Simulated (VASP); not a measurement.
# Lu (P6/mmm) in VASP: notebook

Lu is run at these levels: PBE; tasks: single point.

All numbers are computed with VASP 6.6.1; they aren't measurements. Logs are shortened: lines on timing, memory, paths and dates and some standing lists are left out, and cuts for length are marked.

**1. The cell of the first run**

It takes space group P6/mmm (No. 191, hexagonal). The conventional cell has a = 2.778 Å, b = 2.778 Å, c = 2.649 Å, α = 90.00°, β = 90.00°, γ = 120.00°. Within 3.5 Å of Lu (site symmetry 6/mmm) lie 8 Lu at 2.65 to 2.78 Å.

**2. Single point, PBE**

Contents of INCAR:

```
PREC = Accurate
ENCUT = 520
EDIFF = 1E-6
ISMEAR = -1
SIGMA = 0.08
LREAL = False
LASPH = True
NELM = 100
ALGO = Normal
ISIF = 2
LWAVE = False
LCHARG = False
GGA = PE
NBANDS = 18
```

Contents of KPOINTS:

```
Automatic mesh
0
Gamma
  16 16 14
```

Contents of POSCAR:

```
Lu
1.0
    2.7779258923      0.0000000000      0.0000000000
   -1.3889629462      2.4057543926      0.0000000000
    0.0000000000      0.0000000000      2.6485315356
Lu
1
Direct
    0.0000000000      0.0000000000      0.0000000000
```

Potentials or basis: VASP PAW PBE potentials, release 64 (Lu).

The run is started by

```
> cat potpaw_PBE.64/Lu/POTCAR > POTCAR
> mpirun -np 1 vasp_std > vasp.out
```

OUTCAR:

```text
PREC = Accurate
   ENCUT = 520
   EDIFF = 1E-6
   ISMEAR = -1
   LREAL = False
   LASPH = True
   NELM = 100
   ISIF = 2
   GGA = PE

 ion  position               nearest neighbor table
   1  0.000  0.000  0.000-

  LATTYP: Found a hexagonal cell.
 ALAT       =     2.7779258923
 C/A-ratio  =     0.9534205153

  Lattice vectors:

 A1 = (   2.7779258923,   0.0000000000,   0.0000000000)
 A2 = (  -1.3889629462,   2.4057543926,   0.0000000000)
 A3 = (   0.0000000000,   0.0000000000,   2.6485315356)

Analysis of symmetry for initial positions (statically):
=====================================================================
 Subroutine PRICEL returns:
 Original cell was already a primitive cell.

 Routine SETGRP: Setting up the symmetry group for a
 hexagonal supercell.

 Subroutine GETGRP returns: Found 24 space group operations
 (whereof 24 operations were pure point group operations)
 out of a pool of 24 trial point group operations.

The static configuration has the point symmetry D_6h.

Analysis of symmetry for dynamics (positions and initial velocities):
=====================================================================
 Subroutine PRICEL returns:
 Original cell was already a primitive cell.

 Routine SETGRP: Setting up the symmetry group for a
 hexagonal supercell.

 Subroutine GETGRP returns: Found 24 space group operations
 (whereof 24 operations were pure point group operations)
 out of a pool of 24 trial point group operations.

The dynamic configuration has the point symmetry D_6h.

 Subroutine INISYM returns: Found 24 space group operations
 (whereof 24 operations are pure point group operations),
 and found     1 'primitive' translations

----------------------------------------------------------------------------------------

                                     Primitive cell

  volume of cell :      17.7002

  direct lattice vectors                    reciprocal lattice vectors
     2.777925892  0.000000000  0.000000000     0.359980805  0.207835015  0.000000000
    -1.388962946  2.405754393  0.000000000     0.000000000  0.415670030  0.000000000
     0.000000000  0.000000000  2.648531536     0.000000000  0.000000000  0.377567715

  length of vectors
     2.777925892  2.777925892  2.648531536     0.415670030  0.415670030  0.377567715

[... 65 lines left out ...]
   ions per type =               1
   NGX,Y,Z   is equivalent  to a cutoff of  14.36, 14.36, 12.55 a.u.
   NGXF,Y,Z  is equivalent  to a cutoff of  28.73, 28.73, 25.11 a.u.
 SYSTEM =  unknown system
   PREC   = accura    normal or accurate (medium, high low for compatibility)
   ISTART =      0    job   : 0-new  1-cont  2-samecut
   ICHARG =      2    charge: 1-file 2-atom 10-const
   ISPIN  =      1    spin polarized calculation?
   LNONCOLLINEAR =      F non collinear calculations
   LSORBIT =      F    spin-orbit coupling
   LASPH  =      T    aspherical Exc in radial PAW
   ENCUT  =  520.0 eV  38.22 Ry    6.18 a.u.   5.17  5.17  4.92*2*pi/ulx,y,z
   NELM   =    100;   NELMIN=  2; NELMDL= -5     # of ELM steps
   EDIFF  = 0.1E-05   stopping-criterion for ELM
   LREAL  =      F    real-space projection
   EDIFFG = 0.1E-04   stopping-criterion for IOM
   NSW    =      0    number of steps for IOM
   IBRION =     -1    ionic relax: 0-MD 1-quasi-New 2-CG
   NFREE  =      0    steps in history (QN), initial steepest desc. (CG)
   ISIF   =      2    stress and relaxation
   ISYM   =      2    0-nonsym 1-usesym 2-fastsym
   POTIM  = 0.5000    time-step for ionic-motion
   TEBEG  =    0.0;   TEEND  =   0.0 temperature during run
   PSTRESS=    0.0 pullay stress
   NELECT =      25.0000    total number of electrons
   NUPDOWN=      -1.0000    fix difference up-down
   EMIN   =  10.00;   EMAX   =-10.00  energy-range for DOS
   EFERMI =   0.00;   METHOD = LEGACY
   ISMEAR =    -1;   SIGMA  =   0.08  broadening in eV -4-tet -1-fermi 0-gaus
   EFERMI_NEDOS =   21; number of points for ismear=-14 and -15
   IALGO  =     38    algorithm
   IMIX   =      4    mixing-type and parameters
     AMIX     =   0.40;   BMIX     =  1.00
     AMIX_MAG =   1.60;   BMIX_MAG =  1.00
  volume/ion in A,a.u.               =      17.70       119.45
  Fermi-wavevector in a.u.,A,eV,Ry     =   1.836803  3.471053 45.903928  3.373844
  Thomas-Fermi vector in A             =   2.889915
   LORBIT       =      0    0 simple, 1 ext, 2 COOP (PROOUT), +10 PAW based schemes
   GGA     = PE    functional components
   LHFCALC =     F    Hartree Fock is set to
   AEXX    =    0.0000 exact exchange contribution
   IVDW    =     0    specifies the selected vdW correction
   LEPSILON=     F    determine dielectric tensor
   LRPA    =     F    only Hartree local field effects (RPA)
 non-spin polarized calculation
  energy-cutoff  :      520.00
  volume of cell :       17.70
 maximum number of plane-waves:       487
 NGX is ok and might be reduce to    24
   NGX = 11   NGY = 11   NGZ =  9

 number of electron      25.0000006 magnetization

 Free energy of the ion-electron system (eV)
  ---------------------------------------------------
  ext. energy  EPLUGINS =         0.00000000
  ---------------------------------------------------
  free energy    TOTEN  =        -2.64438956 eV

  energy without entropy =       -2.61385104  energy(sigma->0) =       -2.62912030

 E-fermi :   4.2815     XC(G=0): -13.3341

 val. band max:        4.2731809398   @ k =   0.2500   0.0625   0.1429
 cond. band min:       4.2829035624   @ k =   0.1875   0.1875   0.0714
 fundamental gap:      0.0097226226
 Fermi energy:         4.2815067993

 k-point     1 :       0.0000    0.0000    0.0000
  band No.  band energies     occupation
      1     -51.5610      2.00000
      2     -21.0847      2.00000
      3     -20.9815      2.00000
      4     -20.9815      2.00000
      5      -2.3985      2.00000
      6      -0.6099      2.00000
[... 481 lines left out ...]
      5      -0.5373      2.00000
      6      -0.4333      2.00000
[... 10 lines left out ...]
     17      13.2523      0.00000
     18      18.8056      0.00000

 [... further k-points ...]
[... 5 lines left out ...]
  --------------------------------------------------------------------------------------
  -------------------------------------------------------------------------------------
  Total        5.7759637      5.7759637      5.7866180     -0.0000000      0.0000000     -0.0000000
  in kB      522.8269281    522.8269281    523.7913323     -0.0000000      0.0000000     -0.0000000
  external PRESSURE =     523.1483962 kB  Pullay stress =       0.0000000 kB

 VOLUME and BASIS-vectors are now :
 -----------------------------------------------------------------------------
  energy-cutoff  :      520.00
  volume of cell :       17.70
      direct lattice vectors                 reciprocal lattice vectors
     2.777925892  0.000000000  0.000000000     0.359980805  0.207835015  0.000000000
    -1.388962946  2.405754393  0.000000000     0.000000000  0.415670030  0.000000000
     0.000000000  0.000000000  2.648531536     0.000000000  0.000000000  0.377567715

 POSITION                                       TOTAL-FORCE (eV/Angst)
 -----------------------------------------------------------------------------------
      0.00000      0.00000      0.00000         0.000000      0.000000      0.000000
 -----------------------------------------------------------------------------------
    total drift:                                0.000000      0.000000      0.000000

  FREE ENERGIE OF THE ION-ELECTRON SYSTEM (eV)
  ---------------------------------------------------
  free  energy   TOTEN  =        -2.6443895597 eV

  energy  without entropy=       -2.6138510372  energy(sigma->0) =       -2.62912030
```

stdout:

```text
POSCAR found type information on POSCAR Lu
 POSCAR found :  1 types and       1 ions
 scaLAPACK will be used
 LDA part: xc-table for (Slater+PW92), standard interpolation
 POSCAR, INCAR and KPOINTS ok, starting setup
 FFT: planning ... GRIDC
 FFT: planning ... GRID_SOFT
 FFT: planning ... GRID
 WAVECAR not read
 entering main loop
```

Run time: 49 s. Hardware: 1 thread of Intel Xeon Platinum 8259CL at 2.50GHz (Skylake/Cascade Lake), shared host; peak memory 0.21 GiB.

Results:

- Free energy: -2.6444 eV
- Pressure: 52.3 GPa

Levels at points of the mesh, in eV from the Fermi level:
| k point | band 9 | band 10 | band 11 | band 12 | band 13 | band 14 | band 15 | band 16 | band 17 | band 18 |
| --- | --- | --- | --- | --- | --- | --- | --- | --- | --- | --- |
| (0.00, 0.00, 0.00) | -4.57 | -4.56 | -4.56 | -4.37 | -1.34 | 2.86 | 2.86 | 10.94 | 10.94 | 13.39 |
| (0.50, 0.00, 0.00) | -4.51 | -4.45 | -4.41 | -3.41 | -0.03 | 2.92 | 4.91 | 9.58 | 11.52 | 15.06 |
| (0.00, 0.00, 0.50) | -4.42 | -4.42 | -4.37 | -2.56 | 1.41 | 4.16 | 4.16 | 5.72 | 5.72 | 15.63 |
| (0.50, 0.00, 0.50) | -4.50 | -4.48 | -4.42 | -3.83 | -1.09 | 3.47 | 7.35 | 9.93 | 12.16 | 13.73 |

Caveat: spin-orbit coupling is left out, which moves the levels of the heavy elements.

**3. Single point, PBE**

Contents of INCAR:

```
SYSTEM = Lu
  PREC = Accurate
  ENCUT = 520
  EDIFF = 1E-6
  ISMEAR = -1
  SIGMA = 0.08
  LREAL = .FALSE.
  LASPH = .TRUE.
  NELM = 80
  ALGO = Normal
  ISIF = 2
  LWAVE = .FALSE.
  LCHARG = .FALSE.
  GGA = PE
  NBANDS = 18
```

Contents of KPOINTS:

```
Automatic mesh
0
G
  16 16 14
  0 0 0
```

Contents of POSCAR:

```
Lu
1.0
    2.7780816941      0.0000000000      0.0000000000
   -1.3890408471      2.4058893209      0.0000000000
    0.0000000000      0.0000000000      2.6487581901
Lu
1
Direct
    0.0000000000      0.0000000000      0.0000000000
```

Potentials or basis: VASP PAW PBE potentials, release 64 (Lu).

The run is started by

```
> cat potpaw_PBE.64/Lu/POTCAR > POTCAR
> mpirun -np 1 vasp_std > vasp.out
```

OUTCAR:

```text
SYSTEM = Lu
   PREC = Accurate
   ENCUT = 520
   EDIFF = 1E-6
   ISMEAR = -1
   LREAL = .FALSE.
   LASPH = .TRUE.
   NELM = 80
   ISIF = 2
   GGA = PE

 ion  position               nearest neighbor table
   1  0.000  0.000  0.000-

  LATTYP: Found a hexagonal cell.
 ALAT       =     2.7780816941
 C/A-ratio  =     0.9534486317

  Lattice vectors:

 A1 = (   2.7780816941,   0.0000000000,   0.0000000000)
 A2 = (  -1.3890408471,   2.4058893209,   0.0000000000)
 A3 = (   0.0000000000,   0.0000000000,   2.6487581901)

Analysis of symmetry for initial positions (statically):
=====================================================================
 Subroutine PRICEL returns:
 Original cell was already a primitive cell.

 Routine SETGRP: Setting up the symmetry group for a
 hexagonal supercell.

 Subroutine GETGRP returns: Found 24 space group operations
 (whereof 24 operations were pure point group operations)
 out of a pool of 24 trial point group operations.

The static configuration has the point symmetry D_6h.

Analysis of symmetry for dynamics (positions and initial velocities):
=====================================================================
 Subroutine PRICEL returns:
 Original cell was already a primitive cell.

 Routine SETGRP: Setting up the symmetry group for a
 hexagonal supercell.

 Subroutine GETGRP returns: Found 24 space group operations
 (whereof 24 operations were pure point group operations)
 out of a pool of 24 trial point group operations.

The dynamic configuration has the point symmetry D_6h.

 Subroutine INISYM returns: Found 24 space group operations
 (whereof 24 operations are pure point group operations),
 and found     1 'primitive' translations

----------------------------------------------------------------------------------------

                                     Primitive cell

  volume of cell :      17.7037

[... 96 lines left out ...]
   PSTRESS=    0.0 pullay stress
   NELECT =      25.0000    total number of electrons
   NUPDOWN=      -1.0000    fix difference up-down
   EMIN   =  10.00;   EMAX   =-10.00  energy-range for DOS
   EFERMI =   0.00;   METHOD = LEGACY
   ISMEAR =    -1;   SIGMA  =   0.08  broadening in eV -4-tet -1-fermi 0-gaus
   EFERMI_NEDOS =   21; number of points for ismear=-14 and -15
   IALGO  =     38    algorithm
   IMIX   =      4    mixing-type and parameters
     AMIX     =   0.40;   BMIX     =  1.00
     AMIX_MAG =   1.60;   BMIX_MAG =  1.00
  volume/ion in A,a.u.               =      17.70       119.47
  Fermi-wavevector in a.u.,A,eV,Ry     =   1.836681  3.470825 45.897877  3.373399
  Thomas-Fermi vector in A             =   2.889820
   LORBIT       =      0    0 simple, 1 ext, 2 COOP (PROOUT), +10 PAW based schemes
   GGA     = PE    functional components
   LHFCALC =     F    Hartree Fock is set to
   AEXX    =    0.0000 exact exchange contribution
   IVDW    =     0    specifies the selected vdW correction
   LEPSILON=     F    determine dielectric tensor
   LRPA    =     F    only Hartree local field effects (RPA)
 non-spin polarized calculation
  energy-cutoff  :      520.00
  volume of cell :       17.70
 maximum number of plane-waves:       487
 NGX is ok and might be reduce to    24
   NGX = 11   NGY = 11   NGZ =  9

 number of electron      25.0000006 magnetization

 Free energy of the ion-electron system (eV)
  ---------------------------------------------------
  ext. energy  EPLUGINS =         0.00000000
  ---------------------------------------------------
  free energy    TOTEN  =        -2.64553545 eV

  energy without entropy =       -2.61498833  energy(sigma->0) =       -2.63026189

 E-fermi :   4.2805     XC(G=0): -13.3329

 val. band max:        4.2723388085   @ k =   0.2500   0.0625   0.1429
 cond. band min:       4.2821191018   @ k =   0.1875   0.1875   0.0714
 fundamental gap:      0.0097802933
 Fermi energy:         4.2805211968

 k-point     1 :       0.0000    0.0000    0.0000
  band No.  band energies     occupation
      1     -51.5618      2.00000
      2     -21.0863      2.00000
      3     -20.9829      2.00000
      4     -20.9829      2.00000
      5      -2.3993      2.00000
      6      -0.6108      2.00000
[... 481 lines left out ...]
      5      -0.5382      2.00000
      6      -0.4342      2.00000
[... 10 lines left out ...]
     17      13.2500      0.00000
     18      18.8021      0.00000

 [... further k-points ...]
[... 5 lines left out ...]
  --------------------------------------------------------------------------------------
  -------------------------------------------------------------------------------------
  Total        5.7739898      5.7739898      5.7834386     -0.0000000      0.0000000      0.0000000
  in kB      522.5449100    522.5449100    523.4000287     -0.0000000      0.0000000      0.0000000
  external PRESSURE =     522.8299495 kB  Pullay stress =       0.0000000 kB

 VOLUME and BASIS-vectors are now :
 -----------------------------------------------------------------------------
  energy-cutoff  :      520.00
  volume of cell :       17.70
      direct lattice vectors                 reciprocal lattice vectors
     2.778081694  0.000000000  0.000000000     0.359960617  0.207823359  0.000000000
    -1.389040847  2.405889321  0.000000000     0.000000000  0.415646718  0.000000000
     0.000000000  0.000000000  2.648758190     0.000000000  0.000000000  0.377535406

 POSITION                                       TOTAL-FORCE (eV/Angst)
 -----------------------------------------------------------------------------------
      0.00000      0.00000      0.00000         0.000000      0.000000      0.000000
 -----------------------------------------------------------------------------------
    total drift:                               -0.000000      0.000000      0.000000

  FREE ENERGIE OF THE ION-ELECTRON SYSTEM (eV)
  ---------------------------------------------------
  free  energy   TOTEN  =        -2.6455354499 eV

  energy  without entropy=       -2.6149883305  energy(sigma->0) =       -2.63026189
```

stdout:

```text
POSCAR found type information on POSCAR Lu
 POSCAR found :  1 types and       1 ions
 scaLAPACK will be used
 LDA part: xc-table for (Slater+PW92), standard interpolation
 POSCAR, INCAR and KPOINTS ok, starting setup
 FFT: planning ... GRIDC
 FFT: planning ... GRID_SOFT
 FFT: planning ... GRID
 WAVECAR not read
 entering main loop
```

Wall time 52 s (1 thread of Intel Xeon Platinum 8259CL at 2.50GHz (Skylake/Cascade Lake), shared host); peak memory 0.21 GiB.

Results:

| Quantity | Value |
| --- | --- |
| Free energy | -2.6455 eV |
| Pressure | 52.3 GPa |

Levels at points of the mesh, in eV from the Fermi level:
```tsv
k point	band 9	band 10	band 11	band 12	band 13	band 14	band 15	band 16	band 17	band 18
(0.00, 0.00, 0.00)	-4.57	-4.56	-4.56	-4.37	-1.33	2.86	2.86	10.93	10.93	13.39
(0.50, 0.00, 0.00)	-4.51	-4.45	-4.41	-3.41	-0.03	2.92	4.91	9.58	11.52	15.06
(0.00, 0.00, 0.50)	-4.42	-4.42	-4.37	-2.56	1.40	4.16	4.16	5.72	5.72	15.63
(0.50, 0.00, 0.50)	-4.50	-4.48	-4.42	-3.83	-1.09	3.47	7.34	9.92	12.15	13.73
```

Caveat: spin-orbit coupling is left out, which moves the levels of the heavy elements.
